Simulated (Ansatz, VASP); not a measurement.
## One calculation of SrCl2, two programs

```
CELL_PARAMETERS angstrom
2.49947 1.44307 4.01532
-2.49947 1.44307 4.01532
0.00000 -2.88614 4.01532
ATOMIC_POSITIONS crystal
Sr 0.00000 0.00000 0.00000
Cl 0.25093 0.25093 0.25093
Cl 0.74907 0.74907 0.74907
```

Change from the starting cell: biaxial_xy strain +1.7%.

Alike in both runs: task single point; functional PBE; k mesh 6 × 6 × 6; occupations fermi-dirac, width 0.02 eV; no spin polarisation.

```csv
,VASP,Ansatz
version,VASP 6.6.1,Ansatz 0.2.0
potentials or method,"VASP PAW PBE potentials, release 64 (Sr_sv, Cl)","plane waves, PAW"
plane-wave cutoff (eV),520,420
valence electrons in the cell,24,24
```

|  | VASP | Ansatz | Ansatz less VASP |
| --- | --- | --- | --- |
| gap on the k mesh at the Fermi level (eV) | 5.25 | 5.25 | +0.004 |
| pressure (GPa) | 0.2 | 0.1 | -0.07 |
| traceless stress, the component that is largest in VASP (GPa) | 0.19 | 0.18 | -0.006 |
